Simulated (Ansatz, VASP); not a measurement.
# Ru3C: VASP beside Ansatz

```
Ru C
1.0
     6.69416    0.00000    0.00000
    -3.34708    5.79731    0.00000
     0.00000    0.00000    2.67821
Ru C
6 2
Direct
  0.80749 0.61498 0.25000
  0.19251 0.80749 0.75000
  0.38502 0.19251 0.25000
  0.19251 0.38502 0.75000
  0.80749 0.19251 0.25000
  0.61498 0.80749 0.75000
  0.33333 0.66667 0.25000
  0.66667 0.33333 0.75000
```

Alike in both runs: functional PBE; k mesh 3 × 3 × 6; occupations gaussian, width 0.1 eV; no spin polarisation.

Ansatz relaxed the structure, and its values are those at the end. VASP's run is a single point on that final structure, the one shown.

|  | VASP | Ansatz |
| --- | --- | --- |
| version | VASP 6.6.1 | Ansatz 0.2.0 |
| potentials or method | VASP PAW PBE potentials, release 64 (Ru_pv, C), cutoff 520 eV | scalar-relativistic, plane waves, PAW |
| valence electrons in the cell | 92 | 104 |

Ansatz gave:

* gap on the k mesh at the Fermi level (eV): none
* pressure (GPa): 0.0
* rms of the force components (eV/Å): 0.005

**Question.** Estimate VASP's values.

**Answer.** gap on the k mesh at the Fermi level (eV): none; pressure (GPa): 0.1; rms of the force components (eV/Å): 0.012.

A gap of «none» marks a metal or a gap that the smearing closes. The functional is the same, so the differences come from potentials, cutoffs and numerics. VASP's potentials hold 92 valence electrons a cell and Ansatz's 104, so a difference there can come from the potentials and not from the codes.

The k mesh is coarse, so the values compare programs but aren't converged.
